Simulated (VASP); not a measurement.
# Ti2C (R-3m) in VASP: notebook

The runs below take Ti2C through single point, with PBEsol.

All numbers are computed with VASP 6.6.1; they aren't measurements. Logs are shortened: lines on timing, memory, paths and dates and some standing lists are left out, and cuts for length are marked.

## 1. The cell of the first run

Symmetry: R-3m, No. 166, trigonal system. The conventional cell has a = 2.809 Å, b = 2.809 Å, c = 13.173 Å, α = 90.00°, β = 90.00°, γ = 120.00°. Within 2.6 Å of Ti (site symmetry 3m) lie 3 C at 1.93 Å. C (site symmetry -3m) has 6 Ti at 1.93 Å within 2.6 Å.

## 2. Single point, PBEsol (strain -0.080 along x and y, -0.080 along z)

File INCAR:

```
  PREC = Accurate
  ENCUT = 520
  EDIFF = 1E-7
  ISMEAR = 0
  SIGMA = 0.15
  LREAL = False
  LASPH = True
  NELM = 100
  ALGO = Normal
  ISIF = 2
  LWAVE = False
  LCHARG = False
  GGA = PS
  NBANDS = 21
```

File KPOINTS:

```
regular mesh
0
Gamma
  18 18 18
```

File POSCAR:

```
Ti2C
1.0
    1.4042913076      0.8107679645      4.3909235034
   -1.4042913076      0.8107679645      4.3909235034
    0.0000000000     -1.6215359289      4.3909235034
Ti C
2 1
Direct
    0.2458180107      0.2458180107      0.2458180107
    0.7541819893      0.7541819893      0.7541819893
    0.5000000000      0.5000000000      0.5000000000
```

Potentials or basis: VASP PAW PBE potentials, release 64 (Ti_sv, C).

The run is started by

```bash
cat potpaw_PBE.64/Ti_sv/POTCAR potpaw_PBE.64/C/POTCAR > POTCAR
mpirun -np 1 vasp_std > vasp.out
```

OUTCAR:

```text
PREC = Accurate
   ENCUT = 520
   EDIFF = 1E-7
   ISMEAR = 0
   LREAL = False
   LASPH = True
   NELM = 100
   ISIF = 2
   GGA = PS

 ion  position               nearest neighbor table
   1  0.246  0.246  0.246-   3 1.93   3 1.93   3 1.93   2 2.64   2 2.64   2 2.64   2 2.82   2 2.82
                             2 2.82
   2  0.754  0.754  0.754-   3 1.93   3 1.93   3 1.93   1 2.64   1 2.64   1 2.64   1 2.82   1 2.82
                             1 2.82
   3  0.500  0.500  0.500-   1 1.93   2 1.93   1 1.93   1 1.93   2 1.93   2 1.93

  LATTYP: Found a trigonal (rhomboedric) cell.
 ALAT       =     4.6807678838
 COS(alpha) =     0.8199843759

  Lattice vectors:

 A1 = (   1.4042913076,   0.8107679645,   4.3909235034)
 A2 = (  -1.4042913076,   0.8107679645,   4.3909235034)
 A3 = (   0.0000000000,  -1.6215359289,   4.3909235034)

Analysis of symmetry for initial positions (statically):
=====================================================================
 Subroutine PRICEL returns:
 Original cell was already a primitive cell.

 Routine SETGRP: Setting up the symmetry group for a
 trigonal (rhombohedral) supercell.

 Subroutine GETGRP returns: Found 12 space group operations
 (whereof 12 operations were pure point group operations)
 out of a pool of 12 trial point group operations.

The static configuration has the point symmetry D_3d.

Analysis of symmetry for dynamics (positions and initial velocities):
=====================================================================
 Subroutine PRICEL returns:
 Original cell was already a primitive cell.

 Routine SETGRP: Setting up the symmetry group for a
 trigonal (rhombohedral) supercell.

 Subroutine GETGRP returns: Found 12 space group operations
 (whereof 12 operations were pure point group operations)
 out of a pool of 12 trial point group operations.

The dynamic configuration has the point symmetry D_3d.

 Subroutine INISYM returns: Found 12 space group operations
 (whereof 12 operations are pure point group operations),
 and found     1 'primitive' translations

----------------------------------------------------------------------------------------

                                     Primitive cell

  volume of cell :      29.9958

  direct lattice vectors                    reciprocal lattice vectors
     1.404291308  0.810767964  4.390923503     0.356051481  0.205566418  0.075914175
    -1.404291308  0.810767964  4.390923503    -0.356051481  0.205566418  0.075914175
     0.000000000 -1.621535929  4.390923503     0.000000000 -0.411132837  0.075914175

  length of vectors
     4.680767884  4.680767884  4.680767884     0.418082733  0.418082733  0.418082733

  position of ions in fractional coordinates (direct lattice)
     0.245818011  0.245818011  0.245818011
     0.754181989  0.754181989  0.754181989
     0.500000000  0.500000000  0.500000000

  ion indices of the primitive-cell ions
   primitive index   ion index
                 1           1
                 2           2
                 3           3

----------------------------------------------------------------------------------------

 KPOINTS: regular mesh

Automatic generation of k-mesh.
 Grid dimensions read from file:
 generate k-points for:   18   18   18

 Generating k-lattice:

  Cartesian coordinates                     Fractional coordinates (reciprocal lattice)
     0.019780638  0.011420357  0.004217454     0.055555556  0.000000000 -0.000000000
    -0.019780638  0.011420357  0.004217454     0.000000000  0.055555556 -0.000000000
     0.000000000 -0.022840713  0.004217454     0.000000000  0.000000000  0.055555556

  Length of vectors
     0.023226818  0.023226818  0.023226818

  Shift w.r.t. Gamma in fractional coordinates (k-lattice)
     0.000000000  0.000000000  0.000000000

 Subroutine IBZKPT returns following result:
 ===========================================

 Found    580 irreducible k-points:

 Following reciprocal coordinates:
            Coordinates               Weight
  0.000000  0.000000  0.000000      1.000000
  0.055556  0.000000 -0.000000      6.000000
  0.111111  0.000000 -0.000000      6.000000
  0.166667 -0.000000  0.000000      6.000000
  0.222222  0.000000  0.000000      6.000000
  0.277778  0.000000 -0.000000      6.000000
[... 16 lines left out ...]
 -0.277778  0.055556  0.000000     12.000000
 -0.222222  0.055556 -0.000000     12.000000
 [... further k-points ...]
   k-points           NKPTS =    580   k-points in BZ     NKDIM =    580   number of bands    NBANDS=     21
   number of dos      NEDOS =    301   number of ions     NIONS =      3
   total plane-waves  NPLWV =  46656
   dimension x,y,z NGX =    36 NGY =   36 NGZ =   36
   dimension x,y,z NGXF=    72 NGYF=   72 NGZF=   72
   ions per type =               2   1
   NGX,Y,Z   is equivalent  to a cutoff of  12.79, 12.79, 12.79 a.u.
   NGXF,Y,Z  is equivalent  to a cutoff of  25.57, 25.57, 25.57 a.u.
 SYSTEM =  unknown system
   PREC   = accura    normal or accurate (medium, high low for compatibility)
   ISTART =      0    job   : 0-new  1-cont  2-samecut
   ICHARG =      2    charge: 1-file 2-atom 10-const
   ISPIN  =      1    spin polarized calculation?
   LNONCOLLINEAR =      F non collinear calculations
   LSORBIT =      F    spin-orbit coupling
   LASPH  =      T    aspherical Exc in radial PAW
   ENCUT  =  520.0 eV  38.22 Ry    6.18 a.u.   8.70  8.70  8.70*2*pi/ulx,y,z
   NELM   =    100;   NELMIN=  2; NELMDL= -5     # of ELM steps
   EDIFF  = 0.1E-06   stopping-criterion for ELM
   LREAL  =      F    real-space projection
   EDIFFG = 0.1E-05   stopping-criterion for IOM
   NSW    =      0    number of steps for IOM
   IBRION =     -1    ionic relax: 0-MD 1-quasi-New 2-CG
   NFREE  =      0    steps in history (QN), initial steepest desc. (CG)
   ISIF   =      2    stress and relaxation
   ISYM   =      2    0-nonsym 1-usesym 2-fastsym
   POTIM  = 0.5000    time-step for ionic-motion
   TEBEG  =    0.0;   TEEND  =   0.0 temperature during run
   PSTRESS=    0.0 pullay stress
   NELECT =      28.0000    total number of electrons
   NUPDOWN=      -1.0000    fix difference up-down
   EMIN   =  10.00;   EMAX   =-10.00  energy-range for DOS
   EFERMI =   0.00;   METHOD = LEGACY
   ISMEAR =     0;   SIGMA  =   0.15  broadening in eV -4-tet -1-fermi 0-gaus
   EFERMI_NEDOS =   21; number of points for ismear=-14 and -15
   IALGO  =     38    algorithm
   IMIX   =      4    mixing-type and parameters
     AMIX     =   0.40;   BMIX     =  1.00
     AMIX_MAG =   1.60;   BMIX_MAG =  1.00
  volume/ion in A,a.u.               =      10.00        67.47
  Fermi-wavevector in a.u.,A,eV,Ry     =   1.599953  3.023473 34.828865  2.559849
  Thomas-Fermi vector in A             =   2.697165
   LORBIT       =      0    0 simple, 1 ext, 2 COOP (PROOUT), +10 PAW based schemes
   GGA     = PS    functional components
   LHFCALC =     F    Hartree Fock is set to
   AEXX    =    0.0000 exact exchange contribution
   IVDW    =     0    specifies the selected vdW correction
   LEPSILON=     F    determine dielectric tensor
   LRPA    =     F    only Hartree local field effects (RPA)
 non-spin polarized calculation
 Gauss-broadening in eV      SIGMA  =   0.15
  energy-cutoff  :      520.00
  volume of cell :       30.00
 maximum number of plane-waves:       823
   NGX = 17   NGY = 17   NGZ = 17

 number of electron      28.0000002 magnetization

 Free energy of the ion-electron system (eV)
  ---------------------------------------------------
  ext. energy  EPLUGINS =         0.00000000
  ---------------------------------------------------
  free energy    TOTEN  =       -26.69328675 eV

  energy without entropy =      -26.68018345  energy(sigma->0) =      -26.68673510

 E-fermi :  11.3795     XC(G=0): -13.3834

 val. band max:       11.3690424763   @ k =  -0.1667   0.2778   0.0556
 cond. band min:      11.3796913552   @ k =   0.3889   0.3889   0.2222
 fundamental gap:      0.0106488790
 Fermi energy:        11.3794660436

 k-point     1 :       0.0000    0.0000    0.0000
  band No.  band energies     occupation
      1     -44.4637      2.00000
      2     -44.1475      2.00000
      3     -21.5902      2.00000
      4     -20.3835      2.00000
      5     -20.3835      2.00000
      6     -20.2143      2.00000
[... 13 lines left out ...]
     20      15.7126      0.00000
     21      17.0670      0.00000

 k-point     2 :       0.0556    0.0000   -0.0000
  band No.  band energies     occupation
      1     -44.4571      2.00000
      2     -44.1455      2.00000
      3     -21.5770      2.00000
      4     -20.4120      2.00000
      5     -20.3902      2.00000
      6     -20.2423      2.00000
[... 13 lines left out ...]
     20      15.7392      0.00000
     21      17.1796      0.00000

 k-point     3 :       0.1111    0.0000   -0.0000
  band No.  band energies     occupation
      1     -44.4380      2.00000
      2     -44.1399      2.00000
      3     -21.5385      2.00000
      4     -20.4926      2.00000
      5     -20.4093      2.00000
      6     -20.3220      2.00000
[... 13 lines left out ...]
     20      15.8325      0.00000
     21      17.4467      0.00000

 k-point     4 :       0.1667   -0.0000    0.0000
  band No.  band energies     occupation
      1     -44.4078      2.00000
      2     -44.1321      2.00000
      3     -21.4778      2.00000
      4     -20.6139      2.00000
      5     -20.4406      2.00000
      6     -20.4383      2.00000
[... 13 lines left out ...]
     20      15.9882      0.00000
     21      17.8126      0.00000

 k-point     5 :       0.2222    0.0000    0.0000
  band No.  band energies     occupation
      1     -44.3693      2.00000
      2     -44.1239      2.00000
      3     -21.4004      2.00000
      4     -20.7596      2.00000
      5     -20.5801      2.00000
      6     -20.4736      2.00000
[... 13 lines left out ...]
     20      16.1165      0.00000
     21      18.3241      0.00000
[... 382 lines left out ...]
     20      16.3716      0.00000
     21      17.5995      0.00000

 k-point    22 :      -0.3333    0.0556    0.0000
  band No.  band energies     occupation
      1     -44.2588      2.00000
      2     -44.1132      2.00000
      3     -21.2408      2.00000
      4     -21.0909      2.00000
      5     -20.8609      2.00000
      6     -20.5808      2.00000
[... 13 lines left out ...]
     20      16.2717      0.00000
     21      18.2911      0.00000

 k-point    23 :      -0.2778    0.0556    0.0000
  band No.  band energies     occupation
      1     -44.3025      2.00000
      2     -44.1125      2.00000
      3     -21.2843      2.00000
      4     -20.9790      2.00000
      5     -20.7914      2.00000
      6     -20.5418      2.00000
[... 13 lines left out ...]
     20      16.2841      0.00000
     21      18.7023      0.00000

 k-point    24 :      -0.2222    0.0556   -0.0000
  band No.  band energies     occupation
      1     -44.3466      2.00000
      2     -44.1171      2.00000
      3     -21.3622      2.00000
      4     -20.8347      2.00000
      5     -20.6762      2.00000
      6     -20.4982      2.00000
[... 13 lines left out ...]
     20      16.2837      0.00000
     21      18.4143      0.00000

 [... further k-points ...]
[... 5 lines left out ...]
  --------------------------------------------------------------------------------------
  -------------------------------------------------------------------------------------
  Total       15.1244153     15.1244153     14.5329354      0.0000000      0.0000000      0.0000000
  in kB      807.8454188    807.8454188    776.2525079      0.0000000      0.0000000      0.0000000
  external PRESSURE =     797.3144485 kB  Pullay stress =       0.0000000 kB

 VOLUME and BASIS-vectors are now :
 -----------------------------------------------------------------------------
  energy-cutoff  :      520.00
  volume of cell :       30.00
      direct lattice vectors                 reciprocal lattice vectors
     1.404291308  0.810767964  4.390923503     0.356051481  0.205566418  0.075914175
    -1.404291308  0.810767964  4.390923503    -0.356051481  0.205566418  0.075914175
     0.000000000 -1.621535929  4.390923503     0.000000000 -0.411132837  0.075914175

 POSITION                                       TOTAL-FORCE (eV/Angst)
 -----------------------------------------------------------------------------------
      0.00000      0.00000      3.23810         0.000000      0.000000      4.015972
      0.00000      0.00000      9.93467         0.000000     -0.000000     -4.015972
      0.00000      0.00000      6.58639         0.000000      0.000000      0.000000
 -----------------------------------------------------------------------------------
    total drift:                                0.000000     -0.000000      0.000000

  FREE ENERGIE OF THE ION-ELECTRON SYSTEM (eV)
  ---------------------------------------------------
  free  energy   TOTEN  =       -26.6932867451 eV

  energy  without entropy=      -26.6801834486  energy(sigma->0) =      -26.68673510
```

Wall time 13 min (1 thread of AMD EPYC 7R13 (Zen 3), shared host); peak memory 0.43 GiB.

What came out:

| Property | Result |
| --- | --- |
| Free energy | -26.6933 eV |
| Pressure | 79.7 GPa |
| Largest force | 4.016 eV/Å |
| Band gap on the k mesh | zero (band 14 reaches 12.20 eV, above the bottom of band 15 at 10.89 eV) |

Forces in eV/Å, atoms in the order of the input:
```
Ti   0.000  0.000  4.016
Ti   0.000  0.000 -4.016
C    0.000  0.000  0.000
```

Levels at points of the mesh, in eV from the Fermi level:
| k point | band 12 | band 13 | band 14 | band 15 | band 16 | band 17 |
| --- | --- | --- | --- | --- | --- | --- |
| (0.00, 0.00, 0.00) | -3.24 | -1.36 | 0.60 | 0.60 | 1.36 | 2.76 |
| (0.50, 0.00, 0.00) | -2.82 | -1.71 | -1.03 | 0.43 | 2.58 | 3.79 |
| (0.50, 0.50, 0.00) | -3.10 | -2.45 | -0.64 | 1.61 | 3.60 | 4.15 |
| (0.50, 0.50, 0.50) | -3.02 | -0.82 | 0.17 | 1.11 | 1.11 | 2.50 |

Caveat: the cell differs from its parent crystal (strain -0.080 along x and y, -0.080 along z); the PAW data sets were made with another functional, which shifts forces and pressure a little.

(Part 1 of 2 ends here.)
